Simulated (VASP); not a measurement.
# P in VASP: single point with PBE+D3(BJ)

Aim: the single point of P with PBE+D3(BJ).

All numbers are computed with VASP 6.6.1; they aren't measurements. Logs are shortened: lines on timing, memory, paths and dates and some standing lists are left out, and cuts for length are marked.

## Step 1: The cell of the first run

The cell holds a slab with vacuum, 8 atoms: a = 3.310 Å, b = 4.380 Å, c = 27.308 Å, α = 90.00°, β = 90.00°, γ = 90.00°.

## Step 2: Single point, PBE+D3(BJ)

INCAR

```
PREC     = Accurate       # precision mode
ENCUT    = 400            # plane-wave cutoff, eV
EDIFF    = 1E-6           # SCF threshold, eV
ISMEAR   = 0              # smearing method
SIGMA    = 0.05           # smearing width, eV
LREAL    = F              # projectors in reciprocal space
LASPH    = T              # aspherical terms in the spheres
NELM     = 120            # most SCF steps
ALGO     = Normal         # electronic algorithm
ISIF     = 2              # what is computed and relaxed
LWAVE    = F              # write WAVECAR
LCHARG   = T              # write CHGCAR
LDIPOL   = T            
IDIPOL   = 3            
DIPOL    = 0.5 0.5 0.500
GGA      = PE             # functional
IVDW     = 12             # dispersion correction
LELF     = T              # ELF
LVHAR    = T            
LVACPOTAV= T            
NBANDS   = 30             # bands
GGA_COMPAT= F            
NELMDL   = -8
```

KPOINTS

```
regular mesh
0
Gamma
  8 6 1
```

POSCAR

```
P
1.0
    3.3100000000      0.0000000000      0.0000000000
    0.0000000000      4.3800000000      0.0000000000
    0.0000000000      0.0000000000     27.3079998315
P
8
Direct
    0.5000000000      0.9195458425      0.3674053697
    0.0000000000      0.5804541575      0.3674053697
    0.5000000000      0.0798360633      0.4455925988
    0.0000000000      0.4201639367      0.4455925988
    0.0000000000      0.9201636638      0.5544074401
    0.5000000000      0.5798363362      0.5544074401
    0.0000000000      0.0804539596      0.6325945914
    0.5000000000      0.4195460404      0.6325945914
```

Potentials or basis: VASP PAW PBE potentials, release 64 (P).

Command:

```console
cat potpaw_PBE.64/P/POTCAR > POTCAR
mpirun -np 1 vasp_std > vasp.out
```

OUTCAR:

```text
PREC = Accurate
   ENCUT = 400
   EDIFF = 1E-6
   ISMEAR = 0
   LREAL = F
   LASPH = T
   NELM = 120
   ISIF = 2
   GGA = PE
   IVDW = 12
   NELMDL = -8
 IVDW          = 12

 ion  position               nearest neighbor table
   1  0.500  0.920  0.367-   2 2.22   2 2.22   3 2.25
   2  0.000  0.580  0.367-   1 2.22   1 2.22   4 2.25
   3  0.500  0.080  0.446-   4 2.23   4 2.23   1 2.25
   4  0.000  0.420  0.446-   3 2.23   3 2.23   2 2.25
   5  0.000  0.920  0.554-   6 2.23   6 2.23   7 2.25
   6  0.500  0.580  0.554-   5 2.23   5 2.23   8 2.25
   7  0.000  0.080  0.633-   8 2.22   8 2.22   5 2.25
   8  0.500  0.420  0.633-   7 2.22   7 2.22   6 2.25

  LATTYP: Found a simple orthorhombic cell.
 ALAT       =     3.3100000000
 B/A-ratio  =     1.3232628399
 C/A-ratio  =     8.2501510065

  Lattice vectors:

 A1 = (   3.3100000000,   0.0000000000,   0.0000000000)
 A2 = (   0.0000000000,   4.3800000000,   0.0000000000)
 A3 = (   0.0000000000,   0.0000000000,  27.3079998315)

Analysis of symmetry for initial positions (statically):
=====================================================================
 Subroutine PRICEL returns:
 Original cell was already a primitive cell.

 Routine SETGRP: Setting up the symmetry group for a
 simple orthorhombic supercell.

 Subroutine GETGRP returns: Found  8 space group operations
 (whereof  2 operations were pure point group operations)
 out of a pool of  8 trial point group operations.

The static configuration has the point symmetry C_1h.
 The point group associated with its full space group is D_2h.

Analysis of symmetry for dynamics (positions and initial velocities):
=====================================================================
 Subroutine PRICEL returns:
 Original cell was already a primitive cell.

 Routine SETGRP: Setting up the symmetry group for a
 simple orthorhombic supercell.

 Subroutine GETGRP returns: Found  8 space group operations
 (whereof  2 operations were pure point group operations)
 out of a pool of  8 trial point group operations.

The dynamic configuration has the point symmetry C_1h.
 The point group associated with its full space group is D_2h.

 Subroutine INISYM returns: Found  8 space group operations
 (whereof  2 operations are pure point group operations),
 and found     1 'primitive' translations

----------------------------------------------------------------------------------------

                                     Primitive cell

  volume of cell :     395.9059

  direct lattice vectors                    reciprocal lattice vectors
     3.310000000  0.000000000  0.000000000     0.302114804  0.000000000  0.000000000
     0.000000000  4.380000000  0.000000000     0.000000000  0.228310502  0.000000000
     0.000000000  0.000000000 27.307999831     0.000000000  0.000000000  0.036619306

  length of vectors
     3.310000000  4.380000000 27.307999831     0.302114804  0.228310502  0.036619306

  position of ions in fractional coordinates (direct lattice)
     0.500000000  0.919545843  0.367405370
     0.000000000  0.580454158  0.367405370
     0.500000000  0.079836063  0.445592599
     0.000000000  0.420163937  0.445592599
     0.000000000  0.920163664  0.554407440
     0.500000000  0.579836336  0.554407440
     0.000000000  0.080453960  0.632594591
     0.500000000  0.419546040  0.632594591

  ion indices of the primitive-cell ions
   primitive index   ion index
                 1           1
                 2           2
                 3           3
                 4           4
                 5           5
                 6           6
                 7           7
                 8           8

----------------------------------------------------------------------------------------

 KPOINTS: regular mesh

Automatic generation of k-mesh.
 Grid dimensions read from file:
 generate k-points for:    8    6    1

 Generating k-lattice:

  Cartesian coordinates                     Fractional coordinates (reciprocal lattice)
     0.037764350  0.000000000  0.000000000     0.125000000  0.000000000  0.000000000
     0.000000000  0.038051750  0.000000000     0.000000000  0.166666667  0.000000000
     0.000000000  0.000000000  0.036619306     0.000000000  0.000000000  1.000000000

  Length of vectors
     0.037764350  0.038051750  0.036619306

  Shift w.r.t. Gamma in fractional coordinates (k-lattice)
     0.000000000  0.000000000  0.000000000

 Subroutine IBZKPT returns following result:
 ===========================================

 Found     20 irreducible k-points:

 Following reciprocal coordinates:
            Coordinates               Weight
  0.000000  0.000000  0.000000      1.000000
  0.125000  0.000000  0.000000      2.000000
  0.250000  0.000000  0.000000      2.000000
  0.375000  0.000000  0.000000      2.000000
  0.500000  0.000000  0.000000      1.000000
  0.000000  0.166667  0.000000      2.000000
[... 12 lines left out ...]
  0.375000  0.500000  0.000000      2.000000
  0.500000  0.500000  0.000000      1.000000
   k-points           NKPTS =     20   k-points in BZ     NKDIM =     20   number of bands    NBANDS=     30
   number of dos      NEDOS =    301   number of ions     NIONS =      8
   total plane-waves  NPLWV = 129600
   dimension x,y,z NGX =    24 NGY =   30 NGZ =  180
   dimension x,y,z NGXF=    48 NGYF=   60 NGZF=  360
   ions per type =               8
   NGX,Y,Z   is equivalent  to a cutoff of  12.05, 11.39, 10.96 a.u.
   NGXF,Y,Z  is equivalent  to a cutoff of  24.11, 22.77, 21.92 a.u.
 SYSTEM =  unknown system
   PREC   = accura    normal or accurate (medium, high low for compatibility)
   ISTART =      0    job   : 0-new  1-cont  2-samecut
   ICHARG =      2    charge: 1-file 2-atom 10-const
   ISPIN  =      1    spin polarized calculation?
   LNONCOLLINEAR =      F non collinear calculations
   LSORBIT =      F    spin-orbit coupling
   LASPH  =      T    aspherical Exc in radial PAW
   ENCUT  =  400.0 eV  29.40 Ry    5.42 a.u.   5.40  7.14 44.53*2*pi/ulx,y,z
   NELM   =    120;   NELMIN=  2; NELMDL= -8     # of ELM steps
   EDIFF  = 0.1E-05   stopping-criterion for ELM
   LREAL  =      F    real-space projection
   EDIFFG = 0.1E-04   stopping-criterion for IOM
   NSW    =      0    number of steps for IOM
   IBRION =     -1    ionic relax: 0-MD 1-quasi-New 2-CG
   NFREE  =      0    steps in history (QN), initial steepest desc. (CG)
   ISIF   =      2    stress and relaxation
   ISYM   =      2    0-nonsym 1-usesym 2-fastsym
   POTIM  = 0.5000    time-step for ionic-motion
   TEBEG  =    0.0;   TEEND  =   0.0 temperature during run
   PSTRESS=    0.0 pullay stress
   NELECT =      40.0000    total number of electrons
   NUPDOWN=      -1.0000    fix difference up-down
   EMIN   =  10.00;   EMAX   =-10.00  energy-range for DOS
   EFERMI =   0.00;   METHOD = LEGACY
   ISMEAR =     0;   SIGMA  =   0.05  broadening in eV -4-tet -1-fermi 0-gaus
   EFERMI_NEDOS =   21; number of points for ismear=-14 and -15
   IALGO  =     38    algorithm
   IMIX   =      4    mixing-type and parameters
     AMIX     =   0.40;   BMIX     =  1.00
     AMIX_MAG =   1.60;   BMIX_MAG =  1.00
  volume/ion in A,a.u.               =      49.49       333.96
  Fermi-wavevector in a.u.,A,eV,Ry     =   0.762484  1.440886  7.910184  0.581382
  Thomas-Fermi vector in A             =   1.861956
   LORBIT       =      0    0 simple, 1 ext, 2 COOP (PROOUT), +10 PAW based schemes
   GGA     = PE    functional components
   LHFCALC =     F    Hartree Fock is set to
   AEXX    =    0.0000 exact exchange contribution
   IVDW    =    12    specifies the selected vdW correction
   LEPSILON=     F    determine dielectric tensor
   LRPA    =     F    only Hartree local field effects (RPA)
 non-spin polarized calculation
 Gauss-broadening in eV      SIGMA  =   0.05
  energy-cutoff  :      400.00
  volume of cell :      395.91
 maximum number of plane-waves:      7270
 NGX is ok and might be reduce to    24
   NGX = 11   NGY = 15   NGZ = 89

 dipolmoment           0.000000      0.000000      0.000000 electrons x Angstroem

 number of electron      39.9999994 magnetization

 dipolmoment           0.000000      0.000000     -0.000000 electrons x Angstroem

 Free energy of the ion-electron system (eV)
  ---------------------------------------------------
  ext. energy  EPLUGINS =         0.00000000
  ---------------------------------------------------
  free energy    TOTEN  =       -42.87683102 eV

  energy without entropy =      -42.87682731  energy(sigma->0) =      -42.87682916

 E-fermi :  -0.1081     XC(G=0):  -4.1693

 val. band max:       -0.2280530996   @ k =   0.0000   0.0000   0.0000
 cond. band min:       0.0118875900   @ k =   0.0000   0.0000   0.0000
 fundamental gap:      0.2399406896
 Fermi energy:        -0.1080827310

 k-point     1 :       0.0000    0.0000    0.0000
  band No.  band energies     occupation
      1     -15.9563      2.00000
      2     -15.7967      2.00000
      3     -13.4196      2.00000
      4     -13.0563      2.00000
      5      -9.6911      2.00000
      6      -9.5983      2.00000
[... 22 lines left out ...]
     29       3.5584      0.00000
     30       3.8044      0.00000

 k-point     2 :       0.1250    0.0000    0.0000
  band No.  band energies     occupation
      1     -15.7701      2.00000
      2     -15.6118      2.00000
      3     -13.2262      2.00000
      4     -12.8640      2.00000
      5      -9.8176      2.00000
      6      -9.7541      2.00000
[... 22 lines left out ...]
     29       3.7599      0.00000
     30       4.0043      0.00000

 k-point     3 :       0.2500    0.0000    0.0000
  band No.  band energies     occupation
      1     -15.2168      2.00000
      2     -15.0625      2.00000
      3     -12.6486      2.00000
      4     -12.2901      2.00000
      5     -10.4464      2.00000
      6     -10.4246      2.00000
[... 550 lines left out ...]
     29       4.6970      0.00000
     30       4.6970      0.00000

 k-point    20 :       0.5000    0.5000    0.0000
  band No.  band energies     occupation
      1     -12.5916      2.00000
      2     -12.5916      2.00000
      3     -12.5915      2.00000
      4     -12.5915      2.00000
      5     -10.5294      2.00000
      6     -10.5294      2.00000
[... 22 lines left out ...]
     29       4.8578      0.00000
     30       4.8578      0.00000

------------------------ aborting loop because EDIFF is reached ----------------------------------------

 Edisp (eV)   -2.48711

 E8    (eV) :    -0.9759

  FORCE on cell =-STRESS in cart. coord.  units (eV):
  Direction    XX          YY          ZZ          XY          YZ          ZX
  --------------------------------------------------------------------------------------
  -------------------------------------------------------------------------------------
  Total      -0.92581    -0.89274    -0.38355     0.00000     0.00000     0.00000
  in kB      -3.74664    -3.61278    -1.55216     0.00000     0.00000     0.00000
  external pressure =       -2.97 kB  Pullay stress =        0.00 kB

 VOLUME and BASIS-vectors are now :
 -----------------------------------------------------------------------------
  energy-cutoff  :      400.00
  volume of cell :      395.91
      direct lattice vectors                 reciprocal lattice vectors
     3.310000000  0.000000000  0.000000000     0.302114804  0.000000000  0.000000000
     0.000000000  4.380000000  0.000000000     0.000000000  0.228310502  0.000000000
     0.000000000  0.000000000 27.307999831     0.000000000  0.000000000  0.036619306

 POSITION                                       TOTAL-FORCE (eV/Angst)
 -----------------------------------------------------------------------------------
      1.65500      4.02761     10.03311        -0.000000     -0.034662      0.039791
      0.00000      2.54239     10.03311        -0.000000      0.034662      0.039791
      1.65500      0.34968     12.16824        -0.000000      0.034634     -0.036440
      0.00000      1.84032     12.16824         0.000000     -0.034634     -0.036440
      0.00000      4.03032     15.13976         0.000000     -0.034634      0.036440
      1.65500      2.53968     15.13976        -0.000000      0.034634      0.036440
      0.00000      0.35239     17.27489        -0.000000      0.034662     -0.039791
      1.65500      1.83761     17.27489        -0.000000     -0.034662     -0.039791
 -----------------------------------------------------------------------------------
    total drift:                               -0.000000     -0.000016      0.000128

  FREE ENERGIE OF THE ION-ELECTRON SYSTEM (eV)
  ---------------------------------------------------
  free  energy   TOTEN  =       -45.3639428698 eV

  energy  without entropy=      -45.3639391555  energy(sigma->0) =      -45.36394101

 vacuum level on the upper side and lower side of the slab         4.231         4.231
```

Wall time 6 min (1 thread of Intel Xeon 8259CL, shared host); peak memory 0.41 GiB.

Results:

| Item | Value |
| --- | --- |
| Free energy | -45.3639 eV |
| Largest force | 0.053 eV/Å |
| Band gap on the k mesh | 0.24 eV |
| Dispersion energy per atom | -0.311 eV |

Forces in eV/Å, atoms in the order of the input:
```
P    0.000 -0.035  0.040
P    0.000  0.035  0.040
P    0.000  0.035 -0.036
P    0.000 -0.035 -0.036
P    0.000 -0.035  0.036
P    0.000  0.035  0.036
P    0.000  0.035 -0.040
P    0.000 -0.035 -0.040
```

Levels at points of the mesh, in eV from the valence-band top:
| k point | band 17 | band 18 | band 19 | band 20 | band 21 | band 22 | band 23 | band 24 |
| --- | --- | --- | --- | --- | --- | --- | --- | --- |
| (0.00, 0.00, 0.00) | -2.19 | -2.16 | -0.97 | 0.00 | 0.24 | 0.83 | 0.86 | 1.15 |
| (0.50, 0.00, 0.00) | -2.75 | -2.75 | -2.39 | -2.39 | 0.81 | 0.81 | 0.84 | 0.84 |
| (0.00, 0.50, 0.00) | -1.51 | -1.51 | -1.25 | -1.25 | 1.53 | 1.53 | 1.59 | 1.59 |
| (0.50, 0.50, 0.00) | -1.96 | -1.96 | -1.96 | -1.96 | 2.00 | 2.00 | 2.00 | 2.00 |
